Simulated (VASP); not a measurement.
# InSb (F-43m) in VASP: further runs

InSb is run at these levels: PBE; tasks: electric field gradients.

Program: VASP 6.6.1. These are calculated values, not measurements. Logs are shortened: lines on timing, memory, paths and dates and some standing lists are left out, and cuts for length are marked.

### 1 The cell of the first run

Symmetry: F-43m, No. 216, cubic system. Conventional cell: a = 6.478 Å, b = 6.478 Å, c = 6.478 Å, α = 90.00°, β = 90.00°, γ = 90.00°. In (site symmetry -43m) has 4 Sb at 2.81 Å within 3.7 Å. Sb (site symmetry -43m) has 4 In at 2.81 Å within 3.7 Å.

### 2 Electric field gradients, PBE

File INCAR:

```
PREC = Accurate
ENCUT = 520
EDIFF = 1E-8
ISMEAR = -1
SIGMA = 0.03
LREAL = F
LASPH = T
NELM = 100
ALGO = Normal
ISIF = 2
LWAVE = F
LCHARG = F
GGA = PE
LEFG = T
NBANDS = 16
```

File KPOINTS:

```
Automatic mesh
0
Gamma
  10 10 10
```

File POSCAR:

```
InSb
1.0
    0.0000000000      3.2391000000      3.2391000000
    3.2391000000      0.0000000000      3.2391000000
    3.2391000000      3.2391000000      0.0000000000
In Sb
1 1
Direct
    0.0000000000      0.0000000000      0.0000000000
    0.7500000000      0.7500000000      0.7500000000
```

Potentials or basis: VASP PAW PBE potentials, release 64 (In_d, Sb).

The run is started by

```
$ cat potpaw_PBE.64/In_d/POTCAR potpaw_PBE.64/Sb/POTCAR > POTCAR
$ mpirun -np 1 vasp_std > vasp.out
```

OUTCAR:

```text
PREC = Accurate
   ENCUT = 520
   EDIFF = 1E-8
   ISMEAR = -1
   LREAL = F
   LASPH = T
   NELM = 100
   ISIF = 2
   GGA = PE

 ion  position               nearest neighbor table
   1  0.000  0.000  0.000-   2 2.81   2 2.81   2 2.81   2 2.81
   2  0.750  0.750  0.750-   1 2.81   1 2.81   1 2.81   1 2.81

  LATTYP: Found a face centered cubic cell.
 ALAT       =     6.4782000000

  Lattice vectors:

 A1 = (   0.0000000000,   3.2391000000,   3.2391000000)
 A2 = (   3.2391000000,   0.0000000000,   3.2391000000)
 A3 = (   3.2391000000,   3.2391000000,   0.0000000000)

Analysis of symmetry for initial positions (statically):
=====================================================================
 Subroutine PRICEL returns:
 Original cell was already a primitive cell.

 Routine SETGRP: Setting up the symmetry group for a
 face centered cubic supercell.

 Subroutine GETGRP returns: Found 24 space group operations
 (whereof 24 operations were pure point group operations)
 out of a pool of 48 trial point group operations.

The static configuration has the point symmetry T_d .

Analysis of symmetry for dynamics (positions and initial velocities):
=====================================================================
 Subroutine PRICEL returns:
 Original cell was already a primitive cell.

 Routine SETGRP: Setting up the symmetry group for a
 face centered cubic supercell.

 Subroutine GETGRP returns: Found 24 space group operations
 (whereof 24 operations were pure point group operations)
 out of a pool of 48 trial point group operations.

The dynamic configuration has the point symmetry T_d .

 Subroutine INISYM returns: Found 24 space group operations
 (whereof 24 operations are pure point group operations),
 and found     1 'primitive' translations

----------------------------------------------------------------------------------------

                                     Primitive cell

  volume of cell :      67.9678

  direct lattice vectors                    reciprocal lattice vectors
     0.000000000  3.239100000  3.239100000    -0.154363867  0.154363867  0.154363867
     3.239100000  0.000000000  3.239100000     0.154363867 -0.154363867  0.154363867
     3.239100000  3.239100000  0.000000000     0.154363867  0.154363867 -0.154363867

  length of vectors
     4.580779150  4.580779150  4.580779150     0.267366060  0.267366060  0.267366060

  position of ions in fractional coordinates (direct lattice)
     0.000000000  0.000000000  0.000000000
     0.750000000  0.750000000  0.750000000

  ion indices of the primitive-cell ions
   primitive index   ion index
                 1           1
                 2           2

----------------------------------------------------------------------------------------

 KPOINTS: Automatic mesh

Automatic generation of k-mesh.
 Grid dimensions read from file:
 generate k-points for:   10   10   10

 Generating k-lattice:

  Cartesian coordinates                     Fractional coordinates (reciprocal lattice)
    -0.015436387  0.015436387  0.015436387     0.100000000  0.000000000  0.000000000
     0.015436387 -0.015436387  0.015436387     0.000000000  0.100000000  0.000000000
     0.015436387  0.015436387 -0.015436387     0.000000000  0.000000000  0.100000000

  Length of vectors
     0.026736606  0.026736606  0.026736606

  Shift w.r.t. Gamma in fractional coordinates (k-lattice)
     0.000000000  0.000000000  0.000000000

 Subroutine IBZKPT returns following result:
 ===========================================

 Found     47 irreducible k-points:

 Following reciprocal coordinates:
            Coordinates               Weight
  0.000000  0.000000  0.000000      1.000000
  0.100000  0.000000  0.000000      8.000000
  0.200000  0.000000  0.000000      8.000000
  0.300000  0.000000  0.000000      8.000000
  0.400000  0.000000  0.000000      8.000000
  0.500000  0.000000  0.000000      4.000000
[... 16 lines left out ...]
  0.300000  0.300000  0.000000      6.000000
  0.400000  0.300000  0.000000     24.000000
 [... further k-points ...]
   k-points           NKPTS =     47   k-points in BZ     NKDIM =     47   number of bands    NBANDS=     16
   number of dos      NEDOS =    301   number of ions     NIONS =      2
   total plane-waves  NPLWV =  46656
   dimension x,y,z NGX =    36 NGY =   36 NGZ =   36
   dimension x,y,z NGXF=    72 NGYF=   72 NGZF=   72
   ions per type =               1   1
   NGX,Y,Z   is equivalent  to a cutoff of  13.07, 13.07, 13.07 a.u.
   NGXF,Y,Z  is equivalent  to a cutoff of  26.13, 26.13, 26.13 a.u.
 SYSTEM =  unknown system
   PREC   = accura    normal or accurate (medium, high low for compatibility)
   ISTART =      0    job   : 0-new  1-cont  2-samecut
   ICHARG =      2    charge: 1-file 2-atom 10-const
   ISPIN  =      1    spin polarized calculation?
   LNONCOLLINEAR =      F non collinear calculations
   LSORBIT =      F    spin-orbit coupling
   LASPH  =      T    aspherical Exc in radial PAW
   ENCUT  =  520.0 eV  38.22 Ry    6.18 a.u.   8.52  8.52  8.52*2*pi/ulx,y,z
   NELM   =    100;   NELMIN=  2; NELMDL= -5     # of ELM steps
   EDIFF  = 0.1E-07   stopping-criterion for ELM
   LREAL  =      F    real-space projection
   EDIFFG = 0.1E-06   stopping-criterion for IOM
   NSW    =      0    number of steps for IOM
   IBRION =     -1    ionic relax: 0-MD 1-quasi-New 2-CG
   NFREE  =      0    steps in history (QN), initial steepest desc. (CG)
   ISIF   =      2    stress and relaxation
   ISYM   =      2    0-nonsym 1-usesym 2-fastsym
   POTIM  = 0.5000    time-step for ionic-motion
   TEBEG  =    0.0;   TEEND  =   0.0 temperature during run
   PSTRESS=    0.0 pullay stress
   NELECT =      18.0000    total number of electrons
   NUPDOWN=      -1.0000    fix difference up-down
   EMIN   =  10.00;   EMAX   =-10.00  energy-range for DOS
   EFERMI =   0.00;   METHOD = LEGACY
   ISMEAR =    -1;   SIGMA  =   0.03  broadening in eV -4-tet -1-fermi 0-gaus
   EFERMI_NEDOS =   21; number of points for ismear=-14 and -15
   IALGO  =     38    algorithm
   IMIX   =      4    mixing-type and parameters
     AMIX     =   0.40;   BMIX     =  1.00
     AMIX_MAG =   1.60;   BMIX_MAG =  1.00
  volume/ion in A,a.u.               =      33.98       229.33
  Fermi-wavevector in a.u.,A,eV,Ry     =   1.051311  1.986690 15.037912  1.105255
  Thomas-Fermi vector in A             =   2.186349
   LORBIT       =      0    0 simple, 1 ext, 2 COOP (PROOUT), +10 PAW based schemes
   GGA     = PE    functional components
   LHFCALC =     F    Hartree Fock is set to
   AEXX    =    0.0000 exact exchange contribution
   IVDW    =     0    specifies the selected vdW correction
   LEPSILON=     F    determine dielectric tensor
   LRPA    =     F    only Hartree local field effects (RPA)
 non-spin polarized calculation
  energy-cutoff  :      520.00
  volume of cell :       67.97
 maximum number of plane-waves:      1853
 NGX is ok and might be reduce to    36
   NGX = 17   NGY = 17   NGZ = 17

 number of electron      17.9999993 magnetization

 Free energy of the ion-electron system (eV)
  ---------------------------------------------------
  ext. energy  EPLUGINS =         0.00000000
  ---------------------------------------------------
  free energy    TOTEN  =        -6.90585688 eV

  energy without entropy =       -6.90571028  energy(sigma->0) =       -6.90578358

 E-fermi :   5.1344     XC(G=0):  -8.6873

 val. band max:        5.1094900322   @ k =   0.0000   0.0000   0.0000
 cond. band min:       5.6480645685   @ k =   0.5000   0.0000   0.0000
 fundamental gap:      0.5385745364
 Fermi energy:         5.1344173415

 k-point     1 :       0.0000    0.0000    0.0000
  band No.  band energies     occupation
      1      -9.4972      2.00000
      2      -9.4972      2.00000
      3      -9.4972      2.00000
      4      -9.4119      2.00000
      5      -9.4119      2.00000
      6      -5.6107      2.00000
[... 8 lines left out ...]
     15      13.3902      0.00000
     16      13.3902      0.00000

 k-point     2 :       0.1000    0.0000    0.0000
  band No.  band energies     occupation
      1      -9.5018      2.00000
      2      -9.4951      2.00000
      3      -9.4951      2.00000
      4      -9.4120      2.00000
      5      -9.4120      2.00000
      6      -5.5196      2.00000
[... 8 lines left out ...]
     15      12.7512      0.00000
     16      12.7512      0.00000

 k-point     3 :       0.2000    0.0000    0.0000
  band No.  band energies     occupation
      1      -9.5138      2.00000
      2      -9.4898      2.00000
      3      -9.4898      2.00000
      4      -9.4122      2.00000
      5      -9.4122      2.00000
      6      -5.2565      2.00000
[... 8 lines left out ...]
     15      12.3612      0.00000
     16      12.3612      0.00000

 k-point     4 :       0.3000    0.0000    0.0000
  band No.  band energies     occupation
      1      -9.5285      2.00000
      2      -9.4839      2.00000
      3      -9.4839      2.00000
      4      -9.4117      2.00000
      5      -9.4117      2.00000
      6      -4.8620      2.00000
[... 8 lines left out ...]
     15      12.6147      0.00000
     16      12.6147      0.00000

 k-point     5 :       0.4000    0.0000    0.0000
  band No.  band energies     occupation
      1      -9.5401      2.00000
      2      -9.4797      2.00000
      3      -9.4797      2.00000
      4      -9.4107      2.00000
      5      -9.4107      2.00000
      6      -4.4448      2.00000
[... 8 lines left out ...]
     15      13.4700      0.00000
     16      13.4700      0.00000

 k-point     6 :       0.5000    0.0000    0.0000
  band No.  band energies     occupation
      1      -9.5445      2.00000
      2      -9.4783      2.00000
      3      -9.4783      2.00000
      4      -9.4101      2.00000
      5      -9.4101      2.00000
      6      -4.2433      2.00000
[... 8 lines left out ...]
     15      14.2995      0.00000
     16      14.2995      0.00000
[... 267 lines left out ...]
 k-point    21 :      -0.3000    0.2000    0.0000
  band No.  band energies     occupation
      1      -9.5451      2.00000
      2      -9.4748      2.00000
      3      -9.4748      2.00000
      4      -9.4135      2.00000
      5      -9.4120      2.00000
      6      -4.3194      2.00000
[... 8 lines left out ...]
     15      13.1942      0.00000
     16      14.5031      0.00000

 k-point    22 :      -0.2000    0.2000    0.0000
  band No.  band energies     occupation
      1      -9.5344      2.00000
      2      -9.4813      2.00000
      3      -9.4784      2.00000
      4      -9.4147      2.00000
      5      -9.4108      2.00000
      6      -4.7232      2.00000
[... 8 lines left out ...]
     15      13.4506      0.00000
     16      13.9693      0.00000

 k-point    23 :       0.3000    0.3000    0.0000
  band No.  band energies     occupation
      1      -9.5515      2.00000
      2      -9.4686      2.00000
      3      -9.4686      2.00000
      4      -9.4238      2.00000
      5      -9.4059      2.00000
      6      -4.5899      2.00000
[... 8 lines left out ...]
     15      14.2786      0.00000
     16      14.8009      0.00000

 k-point    24 :       0.4000    0.3000    0.0000
  band No.  band energies     occupation
      1      -9.5607      2.00000
      2      -9.4641      2.00000
      3      -9.4631      2.00000
      4      -9.4255      2.00000
      5      -9.4052      2.00000
      6      -4.2427      2.00000
[... 8 lines left out ...]
     15      14.7240      0.00000
     16      15.2066      0.00000

 [... further k-points ...]
[... 5 lines left out ...]
  --------------------------------------------------------------------------------------
  -------------------------------------------------------------------------------------
  Total        1.3248703      1.3248703      1.3248703      0.0000000      0.0000000     -0.0000000
  in kB       31.2306402     31.2306402     31.2306402      0.0000000      0.0000000     -0.0000000
  external PRESSURE =      31.2306402 kB  Pullay stress =       0.0000000 kB

 VOLUME and BASIS-vectors are now :
 -----------------------------------------------------------------------------
  energy-cutoff  :      520.00
  volume of cell :       67.97
      direct lattice vectors                 reciprocal lattice vectors
     0.000000000  3.239100000  3.239100000    -0.154363867  0.154363867  0.154363867
     3.239100000  0.000000000  3.239100000     0.154363867 -0.154363867  0.154363867
     3.239100000  3.239100000  0.000000000     0.154363867  0.154363867 -0.154363867

 POSITION                                       TOTAL-FORCE (eV/Angst)
 -----------------------------------------------------------------------------------
      0.00000      0.00000      0.00000         0.000000     -0.000000     -0.000000
      4.85865      4.85865      4.85865        -0.000000      0.000000      0.000000
 -----------------------------------------------------------------------------------
    total drift:                                0.000000      0.000000      0.000000

  FREE ENERGIE OF THE ION-ELECTRON SYSTEM (eV)
  ---------------------------------------------------
  free  energy   TOTEN  =        -6.9058568819 eV

  energy  without entropy=       -6.9057102828  energy(sigma->0) =       -6.90578358

 Electric field gradients (V/A^2)
---------------------------------------------------------------------
 ion       V_xx      V_yy      V_zz      V_xy      V_xz      V_yz
---------------------------------------------------------------------
   1      -0.000    -0.000     0.000     0.001     0.001     0.001
   2       0.000     0.000    -0.000    -0.000    -0.000    -0.000
---------------------------------------------------------------------

 Electric field gradients after diagonalization (V/A^2)
 (convention: |V_zz| > |V_xx| > |V_yy|)
----------------------------------------------------------------------
 ion       V_xx      V_yy      V_zz     asymmetry (V_yy - V_xx)/ V_zz
----------------------------------------------------------------------
   1      -0.001    -0.001     0.003       0.000
   2       0.000     0.000    -0.000       0.000
----------------------------------------------------------------------

           NMR quadrupolar parameters

 Cq : quadrupolar parameter    Cq=e*Q*V_zz/h
 eta: asymmetry parameters     (V_yy - V_xx)/ V_zz
 Q  : nuclear electric quadrupole moment in mb (millibarn)
----------------------------------------------------------------------
 ion       Cq(MHz)       eta       Q (mb)
----------------------------------------------------------------------
   1       0.000       0.000       1.000
   2      -0.000       0.000       1.000
----------------------------------------------------------------------
```

Wall time 33 s (1 thread of Intel Xeon Platinum 8488C (Sapphire Rapids), shared host); peak memory 0.23 GiB.

Results:

```
Free energy            : -6.9059 eV
Pressure               : 3.1 GPa
Band gap on the k mesh : zero (filled and empty bands touch)
```

Caveat: without QUAD_EFG the Cq values of the log hold for a quadrupole moment of 1 mb, not for the nuclei; spin-orbit coupling is left out, which moves the levels of the heavy elements.

### 3 Electric field gradients, PBE

File INCAR:

```
SYSTEM = InSb
ALGO = Normal
EDIFF = 1E-8
ENCUT = 520
GGA = PE
ISIF = 2
ISMEAR = -1
LASPH = .True.
LCHARG = .False.
LEFG = .True.
LREAL = .False.
LWAVE = .False.
NBANDS = 16
NELM = 100
PREC = Accurate
SIGMA = 0.03
```

File KPOINTS:

```
k-points
0
Gamma
  10 10 10
  0 0 0
```

POSCAR is that of step 2.

Potentials or basis: VASP PAW PBE potentials, release 64 (In_d, Sb).

The run is started by

```
$ cat potpaw_PBE.64/In_d/POTCAR potpaw_PBE.64/Sb/POTCAR > POTCAR
$ mpirun -np 1 vasp_std > vasp.out
```

OUTCAR:

```text
SYSTEM = InSb
   EDIFF = 1E-8
   ENCUT = 520
   GGA = PE
   ISIF = 2
   ISMEAR = -1
   LASPH = .True.
   LREAL = .False.
   NELM = 100
   PREC = Accurate

 ion  position               nearest neighbor table
   1  0.000  0.000  0.000-   2 2.81   2 2.81   2 2.81   2 2.81
   2  0.750  0.750  0.750-   1 2.81   1 2.81   1 2.81   1 2.81

  LATTYP: Found a face centered cubic cell.
 ALAT       =     6.4782000000

  Lattice vectors:

 A1 = (   0.0000000000,   3.2391000000,   3.2391000000)
 A2 = (   3.2391000000,   0.0000000000,   3.2391000000)
[... 668 lines left out ...]
  ---------------------------------------------------
  free  energy   TOTEN  =        -6.9058568819 eV

  energy  without entropy=       -6.9057102828  energy(sigma->0) =       -6.90578358

 Electric field gradients (V/A^2)
---------------------------------------------------------------------
 ion       V_xx      V_yy      V_zz      V_xy      V_xz      V_yz
---------------------------------------------------------------------
   1      -0.000    -0.000     0.000     0.001     0.001     0.001
   2       0.000     0.000    -0.000    -0.000    -0.000    -0.000
---------------------------------------------------------------------

 Electric field gradients after diagonalization (V/A^2)
 (convention: |V_zz| > |V_xx| > |V_yy|)
----------------------------------------------------------------------
 ion       V_xx      V_yy      V_zz     asymmetry (V_yy - V_xx)/ V_zz
----------------------------------------------------------------------
   1      -0.001    -0.001     0.003       0.000
   2       0.000     0.000    -0.000       0.000
----------------------------------------------------------------------

           NMR quadrupolar parameters

 Cq : quadrupolar parameter    Cq=e*Q*V_zz/h
 eta: asymmetry parameters     (V_yy - V_xx)/ V_zz
 Q  : nuclear electric quadrupole moment in mb (millibarn)
----------------------------------------------------------------------
 ion       Cq(MHz)       eta       Q (mb)
----------------------------------------------------------------------
   1       0.000       0.000       1.000
   2      -0.000       0.000       1.000
----------------------------------------------------------------------
```

Run time: 33 s. Hardware: 1 thread of Intel Xeon Platinum 8488C (Sapphire Rapids), shared host; peak memory 0.23 GiB.

What came out:

* Free energy: -6.9059 eV
* Pressure: 3.1 GPa
* Band gap on the k mesh: zero (filled and empty bands touch)

Levels at points of the mesh, in eV from the Fermi level:
| k point | band 6 | band 7 | band 8 | band 9 | band 10 | band 11 | band 12 | band 13 |
| --- | --- | --- | --- | --- | --- | --- | --- | --- |
| (0.00, 0.00, 0.00) | -10.75 | -0.21 | -0.02 | -0.02 | -0.02 | 2.93 | 2.93 | 2.93 |
| (0.50, 0.00, 0.00) | -9.38 | -5.64 | -1.03 | -1.03 | 0.51 | 3.79 | 3.79 | 6.07 |
| (0.50, 0.50, 0.00) | -8.77 | -5.94 | -2.29 | -2.29 | 1.31 | 1.32 | 8.13 | 8.13 |

Caveat: without QUAD_EFG the Cq values of the log hold for a quadrupole moment of 1 mb, not for the nuclei; spin-orbit coupling is left out, which moves the levels of the heavy elements.
